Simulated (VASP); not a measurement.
# Ir in VASP: a series of runs

Runs on Ir. Level: r2SCAN. Tasks: single point.

Program: VASP 6.6.1. These are calculated values, not measurements. Logs are shortened: lines on timing, memory, paths and dates and some standing lists are left out, and cuts for length are marked.

## (1) The cell of the first run

Symmetry: Fm-3m, No. 225, cubic system. The conventional cell has a = 3.724 Å, b = 3.724 Å, c = 3.724 Å, α = 90.00°, β = 90.00°, γ = 90.00°. Ir (site symmetry m-3m) has 12 Ir at 2.63 Å within 3.5 Å.

## (2) Single point, r2SCAN (strain -0.030 along x and y, -0.030 along z)

File POSCAR:

```
Ir
1.0
    0.0000000000      1.8621090000      1.8621090000
    1.8621090000      0.0000000000      1.8621090000
    1.8621090000      1.8621090000      0.0000000000
Ir
1
Direct
    0.0000000000      0.0000000000      0.0000000000
```

File INCAR.step1:

```
SYSTEM = Ir
PREC = Accurate
ENCUT = 520
ISMEAR = 0
SIGMA = 0.15
LREAL = .False.
LASPH = .True.
NELM = 100
NBANDS = 10
GGA = PE
ALGO = Normal
EDIFF = 1E-4
LWAVE = .True.
LCHARG = .False.
```

File INCAR.step2:

```
SYSTEM = Ir
PREC = Accurate
ENCUT = 520
EDIFF = 1E-6
ISMEAR = 0
SIGMA = 0.15
LREAL = .False.
LASPH = .True.
NELM = 100
ALGO = Normal
ISIF = 2
LWAVE = .False.
LCHARG = .False.
METAGGA = R2SCAN
LMIXTAU = .True.
NBANDS = 10
ISTART = 1
```

File KPOINTS:

```
Automatic mesh
0
Gamma
  22 22 22
  0 0 0
```

Potentials or basis: VASP PAW PBE potentials, release 64 (Ir).

Launch:

```console
cat potpaw_PBE.64/Ir/POTCAR > POTCAR
cp INCAR.step1 INCAR
mpirun -np 1 vasp_std > vasp.out
cp INCAR.step2 INCAR
mpirun -np 1 vasp_std > vasp.out
```

OUTCAR:

```text
SYSTEM = Ir
   PREC = Accurate
   ENCUT = 520
   EDIFF = 1E-6
   ISMEAR = 0
   LREAL = .False.
   LASPH = .True.
   NELM = 100
   ISIF = 2
   METAGGA = R2SCAN
   ISTART = 1

 ion  position               nearest neighbor table
   1  0.000  0.000  0.000-

  LATTYP: Found a face centered cubic cell.
 ALAT       =     3.7242180000

  Lattice vectors:

 A1 = (   0.0000000000,   1.8621090000,   1.8621090000)
 A2 = (   1.8621090000,   0.0000000000,   1.8621090000)
 A3 = (   1.8621090000,   1.8621090000,   0.0000000000)

Analysis of symmetry for initial positions (statically):
=====================================================================
 Subroutine PRICEL returns:
 Original cell was already a primitive cell.

 Routine SETGRP: Setting up the symmetry group for a
 face centered cubic supercell.

 Subroutine GETGRP returns: Found 48 space group operations
 (whereof 48 operations were pure point group operations)
 out of a pool of 48 trial point group operations.

The static configuration has the point symmetry O_h .

Analysis of symmetry for dynamics (positions and initial velocities):
=====================================================================
 Subroutine PRICEL returns:
 Original cell was already a primitive cell.

 Routine SETGRP: Setting up the symmetry group for a
 face centered cubic supercell.

 Subroutine GETGRP returns: Found 48 space group operations
 (whereof 48 operations were pure point group operations)
 out of a pool of 48 trial point group operations.

The dynamic configuration has the point symmetry O_h .

 Subroutine INISYM returns: Found 48 space group operations
 (whereof 48 operations are pure point group operations),
 and found     1 'primitive' translations

----------------------------------------------------------------------------------------

                                     Primitive cell

  volume of cell :      12.9135

  direct lattice vectors                    reciprocal lattice vectors
     0.000000000  1.862109000  1.862109000    -0.268512745  0.268512745  0.268512745
     1.862109000  0.000000000  1.862109000     0.268512745 -0.268512745  0.268512745
     1.862109000  1.862109000  0.000000000     0.268512745  0.268512745 -0.268512745

  length of vectors
     2.633419802  2.633419802  2.633419802     0.465077718  0.465077718  0.465077718

  position of ions in fractional coordinates (direct lattice)
     0.000000000  0.000000000  0.000000000

  ion indices of the primitive-cell ions
   primitive index   ion index
[... 72 lines left out ...]
   NELM   =    100;   NELMIN=  2; NELMDL=  0     # of ELM steps
   EDIFF  = 0.1E-05   stopping-criterion for ELM
   LREAL  =      F    real-space projection
   EDIFFG = 0.1E-04   stopping-criterion for IOM
   NSW    =      0    number of steps for IOM
   IBRION =     -1    ionic relax: 0-MD 1-quasi-New 2-CG
   NFREE  =      0    steps in history (QN), initial steepest desc. (CG)
   ISIF   =      2    stress and relaxation
   ISYM   =      2    0-nonsym 1-usesym 2-fastsym
   POTIM  = 0.5000    time-step for ionic-motion
   TEBEG  =    0.0;   TEEND  =   0.0 temperature during run
   PSTRESS=    0.0 pullay stress
   NELECT =       9.0000    total number of electrons
   NUPDOWN=      -1.0000    fix difference up-down
   EMIN   =  10.00;   EMAX   =-10.00  energy-range for DOS
   EFERMI =   0.00;   METHOD = LEGACY
   ISMEAR =     0;   SIGMA  =   0.15  broadening in eV -4-tet -1-fermi 0-gaus
   EFERMI_NEDOS =   21; number of points for ismear=-14 and -15
   IALGO  =     38    algorithm
   IMIX   =      4    mixing-type and parameters
     AMIX     =   0.40;   BMIX     =  1.00
     AMIX_MAG =   1.60;   BMIX_MAG =  1.00
  volume/ion in A,a.u.               =      12.91        87.14
  Fermi-wavevector in a.u.,A,eV,Ry     =   1.451467  2.742875 28.664171  2.106757
  Thomas-Fermi vector in A             =   2.568961
   LORBIT       =      0    0 simple, 1 ext, 2 COOP (PROOUT), +10 PAW based schemes
   METAGGA = R2SCAN    functional components
   LHFCALC =     F    Hartree Fock is set to
   AEXX    =    0.0000 exact exchange contribution
   IVDW    =     0    specifies the selected vdW correction
   LEPSILON=     F    determine dielectric tensor
   LRPA    =     F    only Hartree local field effects (RPA)
 non-spin polarized calculation
 Gauss-broadening in eV      SIGMA  =   0.15
  energy-cutoff  :      520.00
  volume of cell :       12.91
 maximum number of plane-waves:       360
   NGX =  9   NGY =  9   NGZ =  9

 number of electron       8.9999999 magnetization

 Free energy of the ion-electron system (eV)
  ---------------------------------------------------
  ext. energy  EPLUGINS =         0.00000000
  ---------------------------------------------------
  free energy    TOTEN  =       -52.17309492 eV

  energy without entropy =      -52.16265007  energy(sigma->0) =      -52.16787250

 E-fermi :  11.8205     XC(G=0): -15.9650

 val. band max:       11.8121129489   @ k =   0.4545   0.3636   0.0000
 cond. band min:      11.8270541787   @ k =   0.3636   0.2727   0.0000
 fundamental gap:      0.0149412297
 Fermi energy:        11.8205073632

 k-point     1 :       0.0000    0.0000    0.0000
  band No.  band energies     occupation
      1      -0.7261      2.00000
      2       7.2410      2.00000
      3       7.2410      2.00000
      4       7.2410      2.00000
      5      10.3896      2.00000
      6      10.3896      2.00000
      7      26.7069      0.00000
      8      33.1519      0.00000
      9      33.1519      0.00000
     10      33.1519      0.00000
[... 287 lines left out ...]
 k-point    24 :      -0.4545    0.0455    0.0000
  band No.  band energies     occupation
      1       2.4712      2.00000
      2       6.9891      2.00000
      3       7.1393      2.00000
      4      10.3376      2.00000
      5      12.7932      0.00000
      6      13.4499      0.00000
      7      20.7080      0.00000
      8      26.6007      0.00000
      9      33.2624      0.00000
     10      33.7462      0.00000

 [... further k-points ...]
[... 5 lines left out ...]
  --------------------------------------------------------------------------------------
  -------------------------------------------------------------------------------------
  Total        4.0274388      4.0274388      4.0274388     -0.0000000      0.0000000      0.0000000
  in kB      499.6826145    499.6826145    499.6826145     -0.0000000      0.0000000      0.0000000
  external PRESSURE =     499.6826145 kB  Pullay stress =       0.0000000 kB

 VOLUME and BASIS-vectors are now :
 -----------------------------------------------------------------------------
  energy-cutoff  :      520.00
  volume of cell :       12.91
      direct lattice vectors                 reciprocal lattice vectors
     0.000000000  1.862109000  1.862109000    -0.268512745  0.268512745  0.268512745
     1.862109000  0.000000000  1.862109000     0.268512745 -0.268512745  0.268512745
     1.862109000  1.862109000  0.000000000     0.268512745  0.268512745 -0.268512745

 POSITION                                       TOTAL-FORCE (eV/Angst)
 -----------------------------------------------------------------------------------
      0.00000      0.00000      0.00000         0.000000      0.000000      0.000000
 -----------------------------------------------------------------------------------
    total drift:                                0.000000     -0.000000     -0.000000

  FREE ENERGIE OF THE ION-ELECTRON SYSTEM (eV)
  ---------------------------------------------------
  free  energy   TOTEN  =       -52.1730949231 eV

  energy  without entropy=      -52.1626500746  energy(sigma->0) =      -52.16787250
```

Wall time 2.1 min (1 thread of Intel Xeon 6975P-C, shared host); peak memory 0.17 GiB.

What came out:

```yaml
Free_energy: -52.1731 eV
Pressure: 50.0 GPa
```

Levels at points of the mesh, in eV from the Fermi level:
```tsv
k point	band 2	band 3	band 4	band 5	band 6	band 7
(0.00, 0.00, 0.00)	-4.58	-4.58	-4.58	-1.43	-1.43	14.89
(0.50, 0.00, 0.00)	-4.77	-4.77	-0.90	1.13	1.13	8.72
(0.50, 0.50, 0.00)	-8.71	1.05	1.85	1.87	1.87	12.48
```

Caveat: the cell differs from its parent crystal (strain -0.030 along x and y, -0.030 along z); the PAW data sets were made with another functional, which shifts forces and pressure a little; spin-orbit coupling is left out, which moves the levels of the heavy elements.

## (3) Single point, r2SCAN (strain +0.030 along x and y, +0.030 along z)

File POSCAR:

```
Ir
1.0
    0.0000000000      1.9772910000      1.9772910000
    1.9772910000      0.0000000000      1.9772910000
    1.9772910000      1.9772910000      0.0000000000
Ir
1
Direct
    0.0000000000      0.0000000000      0.0000000000
```

File INCAR.step1:

```
ALGO = Normal ; EDIFF = 1E-4
ENCUT = 520 ; GGA = PE
ISMEAR = 0 ; LASPH = True
LCHARG = False ; LREAL = False
LWAVE = True ; NBANDS = 10
NELM = 100 ; PREC = Accurate
SIGMA = 0.15
```

File INCAR.step2:

```
ALGO = Normal ; EDIFF = 1E-6
ENCUT = 520 ; ISIF = 2
ISMEAR = 0 ; ISTART = 1
LASPH = True ; LCHARG = False
LMIXTAU = True ; LREAL = False
LWAVE = False ; METAGGA = R2SCAN
NBANDS = 10 ; NELM = 100
PREC = Accurate ; SIGMA = 0.15
```

File KPOINTS:

```
k-points
0
Gamma
  22 22 22
```

Potentials or basis: VASP PAW PBE potentials, release 64 (Ir).

Launch:

```console
cat potpaw_PBE.64/Ir/POTCAR > POTCAR
cp INCAR.step1 INCAR
mpirun -np 1 vasp_std > vasp.out
cp INCAR.step2 INCAR
mpirun -np 1 vasp_std > vasp.out
```

OUTCAR:

```text
EDIFF = 1E-6
   ENCUT = 520
   ISIF = 2
   ISMEAR = 0
   ISTART = 1
   LASPH = True
   LREAL = False
   METAGGA = R2SCAN
   NELM = 100
   PREC = Accurate

 ion  position               nearest neighbor table
   1  0.000  0.000  0.000-

  LATTYP: Found a face centered cubic cell.
 ALAT       =     3.9545820000

  Lattice vectors:

 A1 = (   0.0000000000,   1.9772910000,   1.9772910000)
 A2 = (   1.9772910000,   0.0000000000,   1.9772910000)
 A3 = (   1.9772910000,   1.9772910000,   0.0000000000)

Analysis of symmetry for initial positions (statically):
=====================================================================
 Subroutine PRICEL returns:
 Original cell was already a primitive cell.

 Routine SETGRP: Setting up the symmetry group for a
 face centered cubic supercell.

 Subroutine GETGRP returns: Found 48 space group operations
 (whereof 48 operations were pure point group operations)
 out of a pool of 48 trial point group operations.

The static configuration has the point symmetry O_h .

Analysis of symmetry for dynamics (positions and initial velocities):
=====================================================================
 Subroutine PRICEL returns:
[... 159 lines left out ...]
 cond. band min:       8.6754511760   @ k =   0.3182   0.1818   0.0909
 fundamental gap:      0.0161169422
 Fermi energy:         8.6724251309

 k-point     1 :       0.0000    0.0000    0.0000
  band No.  band energies     occupation
      1      -1.8694      2.00000
      2       5.2118      2.00000
      3       5.2118      2.00000
      4       5.2118      2.00000
      5       7.5503      2.00000
      6       7.5503      2.00000
      7      23.9526      0.00000
      8      29.2738      0.00000
      9      29.2738      0.00000
     10      29.2738      0.00000
[... 287 lines left out ...]
 k-point    24 :      -0.4545    0.0455    0.0000
  band No.  band energies     occupation
      1       1.2849      2.00000
      2       5.0362      2.00000
      3       5.1474      2.00000
      4       7.6835      2.00000
      5       9.3680      0.00000
      6       9.9487      0.00000
      7      15.6703      0.00000
      8      23.7533      0.00000
      9      28.3894      0.00000
     10      28.8689      0.00000

 [... further k-points ...]
[... 5 lines left out ...]
  --------------------------------------------------------------------------------------
  -------------------------------------------------------------------------------------
  Total       -2.3207061     -2.3207061     -2.3207061      0.0000000      0.0000000      0.0000000
  in kB     -240.4855346   -240.4855346   -240.4855346      0.0000000      0.0000000      0.0000000
  external PRESSURE =    -240.4855346 kB  Pullay stress =       0.0000000 kB

 VOLUME and BASIS-vectors are now :
 -----------------------------------------------------------------------------
  energy-cutoff  :      520.00
  volume of cell :       15.46
      direct lattice vectors                 reciprocal lattice vectors
     0.000000000  1.977291000  1.977291000    -0.252871226  0.252871226  0.252871226
     1.977291000  0.000000000  1.977291000     0.252871226 -0.252871226  0.252871226
     1.977291000  1.977291000  0.000000000     0.252871226  0.252871226 -0.252871226

 POSITION                                       TOTAL-FORCE (eV/Angst)
 -----------------------------------------------------------------------------------
      0.00000      0.00000      0.00000         0.000000      0.000000      0.000000
 -----------------------------------------------------------------------------------
    total drift:                               -0.000000     -0.000000     -0.000000

  FREE ENERGIE OF THE ION-ELECTRON SYSTEM (eV)
  ---------------------------------------------------
  free  energy   TOTEN  =       -52.2742018442 eV

  energy  without entropy=      -52.2605640920  energy(sigma->0) =      -52.26738297
```

OUTCAR.step1:

```text
EDIFF = 1E-4
   ENCUT = 520
   GGA = PE
   ISMEAR = 0
   LASPH = True
   LREAL = False
[... 527 lines left out ...]

 POSITION                                       TOTAL-FORCE (eV/Angst)
 -----------------------------------------------------------------------------------
      0.00000      0.00000      0.00000         0.000000      0.000000     -0.000000
 -----------------------------------------------------------------------------------
    total drift:                               -0.000000      0.000000     -0.000000

  FREE ENERGIE OF THE ION-ELECTRON SYSTEM (eV)
  ---------------------------------------------------
  free  energy   TOTEN  =        -8.7950619860 eV

  energy  without entropy=       -8.7808911454  energy(sigma->0) =       -8.78797657
```

Run time: 2.2 min. Hardware: 1 thread of Intel Xeon 6975P-C, shared host; peak memory 0.19 GiB.

What came out:

| Quantity | Value |
| --- | --- |
| Free energy | -52.2742 eV |
| Pressure | -24.0 GPa |

Caveat: the cell differs from its parent crystal (strain +0.030 along x and y, +0.030 along z); the PAW data sets were made with another functional, which shifts forces and pressure a little; spin-orbit coupling is left out, which moves the levels of the heavy elements.

## (4) Single point, r2SCAN (strain -0.030 along x and y, -0.015 along z)

File POSCAR:

```
Ir
1.0
    0.0000000000      1.8621090000      1.8909045000
    1.8621090000      0.0000000000      1.8909045000
    1.8621090000      1.8621090000      0.0000000000
Ir
1
Direct
    0.0000000000      0.0000000000      0.0000000000
```

File INCAR.step1:

```
SYSTEM = Ir
PREC = Accurate ; ENCUT = 520
ISMEAR = 0 ; SIGMA = 0.15
LREAL = .False. ; LASPH = .True.
NELM = 80 ; NBANDS = 10
GGA = PE ; ALGO = Normal
EDIFF = 1E-4 ; LWAVE = .True.
LCHARG = .False.
```

File INCAR.step2:

```
SYSTEM = Ir
PREC = Accurate ; ENCUT = 520
EDIFF = 1E-6 ; ISMEAR = 0
SIGMA = 0.15 ; LREAL = .False.
LASPH = .True. ; NELM = 80
ALGO = Normal ; ISIF = 2
LWAVE = .False. ; LCHARG = .True.
METAGGA = R2SCAN ; LMIXTAU = .True.
LELF = .True. ; LVHAR = .True.
NBANDS = 10 ; ISTART = 1
```

File KPOINTS:

```
Automatic mesh
0
Gamma
  22 22 22
  0 0 0
```

Launch:

```console
cat potpaw_PBE.64/Ir/POTCAR > POTCAR
cp INCAR.step1 INCAR
mpirun -np 1 vasp_std > vasp.out
cp INCAR.step2 INCAR
mpirun -np 1 vasp_std > vasp.out
```

Wall time 4.3 min (1 thread of Intel Xeon 6975P-C, shared host); peak memory 0.23 GiB.

Results (log left out):

```
Free energy : -52.2266 eV
Pressure    : 40.9 GPa
```

Stress tensor (GPa, compression positive):
```
43.33  0.00  0.00
 0.00 43.33  0.00
 0.00  0.00 36.04
```

Levels at points of the mesh, in eV from the Fermi level:
| k point | band 2 | band 3 | band 4 | band 5 | band 6 | band 7 |
| --- | --- | --- | --- | --- | --- | --- |
| (0.00, 0.00, 0.00) | -4.63 | -4.39 | -4.39 | -1.56 | -1.25 | 14.94 |
| (0.50, 0.00, 0.00) | -4.77 | -4.53 | -0.87 | 1.04 | 1.17 | 8.54 |
| (0.50, 0.50, 0.00) | -8.50 | 1.03 | 1.59 | 1.81 | 1.81 | 11.93 |
| (0.50, 0.00, 0.50) | -8.52 | 1.00 | 1.71 | 1.95 | 1.96 | 12.39 |

Caveat: the cell differs from its parent crystal (strain -0.030 along x and y, -0.015 along z); the PAW data sets were made with another functional, which shifts forces and pressure a little; spin-orbit coupling is left out, which moves the levels of the heavy elements.

## (5) Single point, r2SCAN (strain -0.030 along x and y, +0.000 along z)

File POSCAR:

```
Ir
1.0
    0.0000000000      1.8621090000      1.9197000000
    1.8621090000      0.0000000000      1.9197000000
    1.8621090000      1.8621090000      0.0000000000
Ir
1
Direct
    0.0000000000      0.0000000000      0.0000000000
```

INCAR.step1: that of step 4 with these lines changed.

```diff
@@ -4,3 +4,3 @@
 LREAL = .False. ; LASPH = .True.
-NELM = 80 ; NBANDS = 10
+NELM = 100 ; NBANDS = 10
 GGA = PE ; ALGO = Normal
```

INCAR.step2: that of step 4 with these lines changed.

```diff
@@ -4,3 +4,3 @@
 SIGMA = 0.15 ; LREAL = .False.
-LASPH = .True. ; NELM = 80
+LASPH = .True. ; NELM = 100
 ALGO = Normal ; ISIF = 2
```

KPOINTS is that of step 4.

Launch:

```console
cat potpaw_PBE.64/Ir/POTCAR > POTCAR
cp INCAR.step1 INCAR
mpirun -np 1 vasp_std > vasp.out
cp INCAR.step2 INCAR
mpirun -np 1 vasp_std > vasp.out
```

It took 4 min on 1 thread of Intel Xeon 6975P-C, shared host; peak memory 0.23 GiB.

It converged, with:

```yaml
Free_energy: -52.2635 eV
Pressure: 32.7 GPa
```

Stress tensor (GPa, compression positive):
```
37.38  0.00  0.00
 0.00 37.38  0.00
 0.00  0.00 23.33
```

Levels at points of the mesh, in eV from the Fermi level:
```
           k point  band 1  band 2  band 3  band 4  band 5  band 6  band 7  band 8  band 9
(0.00, 0.00, 0.00)  -12.19   -4.67   -4.21   -4.21   -1.68   -1.07   15.00   20.51   21.60
(0.50, 0.00, 0.00)   -9.08   -4.77   -4.30   -0.83    0.95    1.20    8.38   14.59   21.17
(0.50, 0.50, 0.00)   -8.97   -8.30    1.03    1.36    1.75    1.75   11.40   13.07   13.07
(0.50, 0.00, 0.50)   -8.94   -8.33    0.95    1.55    2.02    2.07   12.27   12.31   12.70
```

Caveat: the cell differs from its parent crystal (strain -0.030 along x and y, +0.000 along z); the PAW data sets were made with another functional, which shifts forces and pressure a little; spin-orbit coupling is left out, which moves the levels of the heavy elements.

## (6) Overview

| cell | gap on the mesh (eV) | pressure (GPa) |
| --- | --- | --- |
| a = 2.633 Å, angles 60.0°, 1 atom | none | 50.0 |
| a = 2.796 Å, angles 60.0°, 1 atom | none | -24.0 |
| a = 2.654, b = 2.654, c = 2.633 Å, angles 60.3, 60.3, 59.5°, 1 atom | none | 40.9 |
| a = 2.674, b = 2.674, c = 2.633 Å, angles 60.5, 60.5, 59.0°, 1 atom | none | 32.7 |

Alike in all rows: task single point; level r2SCAN; potentials or basis VASP PAW PBE potentials, release 64 (Ir); no spin polarisation; k mesh 22 × 22 × 22; cutoff (eV) 520; smearing gaussian 0.15 eV.

Caveats: the PAW data sets were made with another functional, which shifts forces and pressure a little; spin-orbit coupling is left out, which moves the levels of the heavy elements.

Absolute energies hang on the potentials; compare differences alone.
